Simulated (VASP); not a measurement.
**Ir: single point with LDA**

The system is Ir.

```xyz
2
Lattice="0.0000 2.7386 2.7386 2.7386 0.0000 2.7386 2.7386 2.7386 0.0000" Properties=species:S:1:pos:R:3 pbc="T T T"
Ir    0.6846    0.6846    0.6846
Ir    4.7925    4.7925    4.7925
```

```yaml
Program: VASP 6.6.1
Task: single point
Functional: LDA
Potentials_or_basis: VASP PAW LDA potentials, release 64 (Ir)
Cutoff: 520 eV
k_mesh: 10 × 10 × 10
Occupations: fermi-dirac, width 0.1 eV
Spin: no spin polarisation
```

| Quantity | Value |
| --- | --- |
| Pressure | 0.2 GPa |
| Band gap on the k mesh | zero (band 9 reaches 6.66 eV, above the bottom of band 10 at 4.93 eV) |

Levels at points of the mesh, in eV from the Fermi level:
| k point | band 6 | band 7 | band 8 | band 9 | band 10 | band 11 | band 12 | band 13 |
| --- | --- | --- | --- | --- | --- | --- | --- | --- |
| (0.00, 0.00, 0.00) | -4.91 | -1.86 | -1.86 | -1.86 | 0.91 | 0.91 | 11.06 | 11.07 |
| (0.50, 0.00, 0.00) | -4.99 | -2.10 | -1.03 | -1.03 | 0.29 | 0.29 | 1.52 | 9.06 |
| (0.50, 0.50, 0.00) | -3.80 | -2.61 | -2.61 | 0.63 | 0.63 | 2.07 | 2.07 | 3.79 |

Run time: 19 s on 1 thread of AMD EPYC 9R45 96-Core Processor (Zen 5) (shared host), peak memory 0.13 GiB.

Caveat: spin-orbit coupling is left out, which moves the levels of the heavy elements.
